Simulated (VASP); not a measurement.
# Al4N5 in VASP: notebook

Runs on Al4N5. Level: PBE+D3(BJ). Tasks: single point.

Program: VASP 6.6.1. These are calculated values, not measurements. Logs are shortened: lines on timing, memory, paths and dates and some standing lists are left out, and cuts for length are marked.

**1. The cell of the first run**

The cell holds a slab with vacuum, 18 atoms: a = 6.218 Å, b = 4.978 Å, c = 22.061 Å, α = 90.00°, β = 90.00°, γ = 90.00°.

**2. Single point, PBE+D3(BJ)**

Input file INCAR:

```
SYSTEM = Al4N5
ALGO     = Normal         ! electronic algorithm
DIPOL    = 0.5 0.5 0.289
EDIFF    = 1E-6           ! SCF threshold, eV
ENCUT    = 520            ! plane-wave cutoff, eV
GGA      = PE             ! functional
IDIPOL   = 3            
ISIF     = 2              ! what is computed and relaxed
ISMEAR   = 0              ! smearing method
IVDW     = 12             ! dispersion correction
LASPH    = .TRUE.         ! aspherical terms in the spheres
LCHARG   = .TRUE.         ! write CHGCAR
LDIPOL   = .TRUE.       
LELF     = .TRUE.         ! ELF
LREAL    = Auto         
LVACPOTAV= .TRUE.       
LVHAR    = .TRUE.       
LWAVE    = .FALSE.        ! write WAVECAR
NBANDS   = 52             ! bands
NELM     = 60             ! most SCF steps
PREC     = Accurate       ! precision mode
SIGMA    = 0.05           ! smearing width, eV
```

Input file KPOINTS:

```
k-points
0
G
  5 6 1
  0 0 0
```

Input file POSCAR:

```
Al4N5
1.0
    6.2178777932      0.0000000000      0.0000000000
    0.0000000000      4.9778062151      0.0000000000
    0.0000000000      0.0000000000     22.0612415661
Al N
8 10
Direct
    0.0000000000      0.9984444684      0.1813134582
    0.5000000000      0.9984444684      0.1813134582
    0.2500000000      0.4984444684      0.2219944576
    0.7500000000      0.4984444684      0.2219944576
    0.2500000000      0.9927115344      0.3083994001
    0.7500000000      0.9927115344      0.3083994001
    0.0000000000      0.4640676885      0.3340308200
    0.5000000000      0.4640676885      0.3340308200
    0.0000000000      0.6165555316      0.1813134582
    0.5000000000      0.6165555316      0.1813134582
    0.2500000000      0.1165555316      0.2219944576
    0.7500000000      0.1165555316      0.2219944576
    0.2500000000      0.6144481599      0.3071137031
    0.7500000000      0.6144481599      0.3071137031
    0.0000000000      0.1109285761      0.3427387141
    0.5000000000      0.1109285761      0.3427387141
    0.0000000000      0.3609285761      0.4741909713
    0.0000000000      0.3609285761      0.5240521723
```

Potentials or basis: VASP PAW PBE potentials, release 64 (Al, N).

On the command line:

```
$ cat potpaw_PBE.64/Al/POTCAR potpaw_PBE.64/N/POTCAR > POTCAR
$ mpirun -np 1 vasp_std > vasp.out
```

OUTCAR:

```text
SYSTEM = Al4N5
   EDIFF = 1E-6
   ENCUT = 520
   GGA = PE
   ISIF = 2
   ISMEAR = 0
   IVDW = 12
   LASPH = .TRUE.
   LREAL = Auto
   NELM = 60
   PREC = Accurate
 IVDW          = 12

 ion  position               nearest neighbor table
   1  0.000  0.998  0.181-  11 1.89  12 1.89   9 1.90   4 3.07   3 3.07   3 3.07   4 3.07   2 3.11
                             2 3.11   5 3.21   6 3.21
   2  0.500  0.998  0.181-  11 1.89  12 1.89  10 1.90   4 3.07   3 3.07   3 3.07   4 3.07   1 3.11
                             1 3.11   5 3.21   6 3.21
   3  0.250  0.498  0.222-   9 1.89  10 1.89  11 1.90  13 1.96   7 2.92   8 2.92   1 3.07   2 3.07
                             1 3.07   2 3.07   4 3.11   4 3.11   5 3.11   5 3.16
   4  0.750  0.498  0.222-   9 1.89  10 1.89  12 1.90  14 1.96   7 2.92   8 2.92   1 3.07   2 3.07
                             1 3.07   2 3.07   3 3.11   3 3.11   6 3.11   6 3.16
   5  0.250  0.993  0.308-  15 1.83  16 1.83  13 1.88  11 2.00   7 2.87   8 2.87   7 3.11   8 3.11
                             6 3.11   6 3.11   3 3.11   3 3.16   2 3.21   1 3.21
   6  0.750  0.993  0.308-  15 1.83  16 1.83  14 1.88  12 2.00   7 2.87   8 2.87   7 3.11   8 3.11
                             5 3.11   5 3.11   4 3.11   4 3.16   2 3.21   1 3.21
   7  0.000  0.464  0.334-  15 1.77  14 1.82  13 1.82   6 2.87   5 2.87   4 2.92   3 2.92   6 3.11
                             5 3.11   8 3.11   8 3.11
   8  0.500  0.464  0.334-  16 1.77  14 1.82  13 1.82   6 2.87   5 2.87   4 2.92   3 2.92   6 3.11
                             5 3.11   7 3.11   7 3.11
   9  0.000  0.617  0.181-   3 1.89   4 1.89   1 1.90
  10  0.500  0.617  0.181-   3 1.89   4 1.89   2 1.90
  11  0.250  0.117  0.222-   1 1.89   2 1.89   3 1.90   5 2.00
  12  0.750  0.117  0.222-   1 1.89   2 1.89   4 1.90   6 2.00
  13  0.250  0.614  0.307-   7 1.82   8 1.82   5 1.88   3 1.96
  14  0.750  0.614  0.307-   7 1.82   8 1.82   6 1.88   4 1.96
  15  0.000  0.111  0.343-   7 1.77   6 1.83   5 1.83
  16  0.500  0.111  0.343-   8 1.77   6 1.83   5 1.83
  17  0.000  0.361  0.474-  18 1.10
  18  0.000  0.361  0.524-  17 1.10

  LATTYP: Found a simple orthorhombic cell.
 ALAT       =     4.9778062151
 B/A-ratio  =     1.2491200992
 C/A-ratio  =     4.4319205314

  Lattice vectors:

 A1 = (   0.0000000000,  -4.9778062151,   0.0000000000)
 A2 = (   6.2178777932,   0.0000000000,   0.0000000000)
 A3 = (   0.0000000000,   0.0000000000,  22.0612415661)

Analysis of symmetry for initial positions (statically):
=====================================================================
 Subroutine PRICEL returns:
 Original cell was already a primitive cell.

 Routine SETGRP: Setting up the symmetry group for a
 simple orthorhombic supercell.

 Subroutine GETGRP returns: Found  2 space group operations
 (whereof  2 operations were pure point group operations)
 out of a pool of  8 trial point group operations.

[... 150 lines left out ...]
   IALGO  =     38    algorithm
   IMIX   =      4    mixing-type and parameters
     AMIX     =   0.40;   BMIX     =  1.00
     AMIX_MAG =   1.60;   BMIX_MAG =  1.00
  volume/ion in A,a.u.               =      37.93       256.00
  Fermi-wavevector in a.u.,A,eV,Ry     =   0.780516  1.474962  8.288749  0.609206
  Thomas-Fermi vector in A             =   1.883844
   LORBIT       =      0    0 simple, 1 ext, 2 COOP (PROOUT), +10 PAW based schemes
   GGA     = PE    functional components
   LHFCALC =     F    Hartree Fock is set to
   AEXX    =    0.0000 exact exchange contribution
   IVDW    =    12    specifies the selected vdW correction
   LEPSILON=     F    determine dielectric tensor
   LRPA    =     F    only Hartree local field effects (RPA)
 non-spin polarized calculation
 Gauss-broadening in eV      SIGMA  =   0.05
  energy-cutoff  :      520.00
  volume of cell :      682.83
 maximum number of plane-waves:     18410
 NGX is ok and might be reduce to    48
   NGX = 23   NGY = 19   NGZ = 83

 dipolmoment           0.000000      0.000000     -0.007983 electrons x Angstroem

 number of electron      73.9999994 magnetization

 dipolmoment           0.000000      0.000000      0.014711 electrons x Angstroem

 Free energy of the ion-electron system (eV)
  ---------------------------------------------------
  ext. energy  EPLUGINS =         0.00000000
  ---------------------------------------------------
  free energy    TOTEN  =      -126.65955522 eV

  energy without entropy =     -126.65955522  energy(sigma->0) =     -126.65955522

 E-fermi :  -1.6124     XC(G=0):  -3.9018

 val. band max:       -1.8812347527   @ k =   0.0000   0.5000   0.0000
 cond. band min:      -0.4244998296   @ k =   0.0000   0.0000   0.0000
 fundamental gap:      1.4567349231
 Fermi energy:        -1.6124228462

 k-point     1 :       0.0000    0.0000    0.0000
  band No.  band energies     occupation
      1     -25.4717      2.00000
      2     -17.2018      2.00000
      3     -16.0353      2.00000
      4     -16.0212      2.00000
      5     -15.1622      2.00000
      6     -14.7590      2.00000
[... 613 lines left out ...]
     48       4.2897      0.00000
     49       4.5703      0.00000
 [bands above 49 left out]

------------------------ aborting loop because EDIFF is reached ----------------------------------------

 Edisp (eV)   -2.82424

 E8    (eV) :    -1.1406

  FORCE on cell =-STRESS in cart. coord.  units (eV):
  Direction    XX          YY          ZZ          XY          YZ          ZX
  --------------------------------------------------------------------------------------
  -------------------------------------------------------------------------------------
  Total       5.30743    -3.68916    -2.93085     0.00000     1.98756     0.00000
  in kB      12.45331    -8.65621    -6.87693     0.00000     4.66360     0.00000
  external pressure =       -1.03 kB  Pullay stress =        0.00 kB

 VOLUME and BASIS-vectors are now :
 -----------------------------------------------------------------------------
  energy-cutoff  :      520.00
  volume of cell :      682.83
      direct lattice vectors                 reciprocal lattice vectors
     6.217877793  0.000000000  0.000000000     0.160826577  0.000000000  0.000000000
     0.000000000  4.977806215  0.000000000     0.000000000  0.200891709  0.000000000
     0.000000000  0.000000000 22.061241566     0.000000000  0.000000000  0.045328365

 POSITION                                       TOTAL-FORCE (eV/Angst)
 -----------------------------------------------------------------------------------
      0.00000      4.97006      4.00000         0.000000     -1.584917      2.242386
      3.10894      4.97006      4.00000         0.000000     -1.585424      2.216789
      1.55447      2.48116      4.89747         0.000265      0.804063     -1.863768
      4.66341      2.48116      4.89747        -0.000265      0.804063     -1.863768
      1.55447      4.94153      6.80367        -0.103813     -0.016489     -0.034182
      4.66341      4.94153      6.80367         0.103813     -0.016489     -0.034182
[... 10 lines left out ...]
      0.00000      1.79663     10.46124         0.000000      0.299212     -2.050837
      0.00000      1.79663     11.56124         0.000000     -0.124140      2.111275
 -----------------------------------------------------------------------------------
    total drift:                                0.000000     -0.013178     -0.007338

  FREE ENERGIE OF THE ION-ELECTRON SYSTEM (eV)
  ---------------------------------------------------
  free  energy   TOTEN  =      -129.4837965903 eV

  energy  without entropy=     -129.4837965903  energy(sigma->0) =     -129.48379659

 vacuum level on the upper side and lower side of the slab         3.137         3.051
```

OSZICAR:

```text
N       E                     dE             d eps       ncg     rms          rms(c)
DAV:   1     0.610109888746E+03    0.61011E+03   -0.27528E+04  1264   0.109E+03
DAV:   2    -0.166804846214E+02   -0.62679E+03   -0.60095E+03  1824   0.254E+02
DAV:   3    -0.148154750990E+03   -0.13147E+03   -0.13022E+03  1568   0.119E+02
[... 19 lines left out ...]
DAV:  23    -0.126659536932E+03   -0.19751E-04   -0.12732E-06  1136   0.301E-03    0.722E-04
DAV:  24    -0.126659543457E+03   -0.65251E-05   -0.18030E-07  1132   0.146E-03    0.489E-04
DAV:  25    -0.126659551672E+03   -0.82148E-05   -0.33090E-07  1076   0.168E-03    0.379E-04
DAV:  26    -0.126659554477E+03   -0.28046E-05   -0.98292E-08  1104   0.112E-03    0.194E-04
DAV:  27    -0.126659555222E+03   -0.74543E-06   -0.28959E-08  1036   0.551E-04
   1 F= -.12948380E+03 E0= -.12948380E+03  d E =-.280264E-15
```

Wall time 8.4 min (1 thread of Intel Xeon 6975P-C (Granite Rapids), shared host); peak memory 0.77 GiB.

Results:

| Quantity | Value |
| --- | --- |
| Free energy | -129.4838 eV |
| Largest force | 2.746 eV/Å |
| Band gap on the k mesh | 1.46 eV (least direct gap 1.47 eV) |
| Dispersion energy per atom | -0.157 eV |

Forces in eV/Å, atoms in the order of the input:
```
Al   0.000 -1.585  2.242
Al   0.000 -1.585  2.217
Al   0.000  0.804 -1.864
Al   0.000  0.804 -1.864
Al  -0.104 -0.016 -0.034
Al   0.104 -0.016 -0.034
Al   0.000 -0.051  0.072
Al   0.000  0.017 -0.053
N    0.000  0.683  0.646
N    0.000  0.682  0.652
N    0.015  0.097 -1.008
N   -0.015  0.097 -1.008
N    0.017  0.016  0.027
N   -0.017  0.016  0.027
N    0.000 -0.132 -0.153
N    0.000 -0.006  0.073
N    0.000  0.299 -2.051
N    0.000 -0.124  2.111
```

Caveat: the standard files for N, O and F lose accuracy on very short bonds.

**3. Single point, PBE+D3(BJ)**

Input file INCAR:

```
SYSTEM = Al4N5
PREC = Accurate
ENCUT = 520
EDIFF = 1E-6
ISMEAR = 0
SIGMA = 0.05
LREAL = Auto
LASPH = .True.
NELM = 60
ALGO = Normal
ISIF = 2
LWAVE = .False.
LCHARG = .True.
LDIPOL = .True.
IDIPOL = 3
DIPOL = 0.5 0.5 0.289
GGA = PE
IVDW = 12
LELF = .True.
LVHAR = .True.
LVACPOTAV = .True.
NBANDS = 52
```

Input file KPOINTS:

```
regular mesh
0
Gamma
  5 6 1
  0 0 0
```

Edit POSCAR of step 2 so:

```diff
@@ -24,3 +24,3 @@
     0.5000000000      0.1109285761      0.3427387141
-    0.0000000000      0.3609285761      0.4741909713
-    0.0000000000      0.3609285761      0.5240521723
+    0.0000000000      0.8609285761      0.4741909713
+    0.0000000000      0.8609285761      0.5240521723
```

Potentials or basis: VASP PAW PBE potentials, release 64 (Al, N).

On the command line:

```
$ cat potpaw_PBE.64/Al/POTCAR potpaw_PBE.64/N/POTCAR > POTCAR
$ mpirun -np 1 vasp_std > vasp.out
```

It took 8.2 min on 1 thread of Intel Xeon 6975P-C (Granite Rapids), shared host; peak memory 0.77 GiB.

The run converged. Its results:

* Free energy: -129.4628 eV
* Largest force: 2.739 eV/Å
* Band gap on the k mesh: 1.45 eV (least direct gap 1.46 eV)
* Dispersion energy per atom: -0.157 eV

Forces on the atoms (eV/Å):
```
Al   0.000 -1.587  2.232
Al   0.000 -1.590  2.221
Al  -0.002  0.807 -1.854
Al   0.002  0.807 -1.854
Al  -0.042 -0.014 -0.012
Al   0.042 -0.014 -0.012
Al   0.000 -0.008  0.000
Al   0.000  0.018 -0.027
N    0.000  0.685  0.645
N    0.000  0.684  0.648
N    0.005  0.093 -1.003
N   -0.005  0.093 -1.003
N    0.013  0.036  0.007
N   -0.013  0.036  0.007
N    0.000  0.101 -0.109
N    0.000 -0.008  0.048
N    0.000 -0.250 -2.117
N    0.000  0.109  2.180
```

Levels at points of the mesh, in eV from the valence-band top:
| k point | band 33 | band 34 | band 35 | band 36 | band 37 | band 38 | band 39 | band 40 | band 41 | band 42 |
| --- | --- | --- | --- | --- | --- | --- | --- | --- | --- | --- |
| (0.00, 0.00, 0.00) | -0.73 | -0.65 | -0.25 | -0.07 | -0.01 | 1.45 | 2.91 | 3.07 | 3.14 | 3.33 |
| (0.00, 0.50, 0.00) | -0.72 | -0.47 | -0.38 | -0.26 | 0.00 | 1.92 | 2.79 | 3.09 | 3.17 | 3.46 |

Caveat: the standard files for N, O and F lose accuracy on very short bonds.
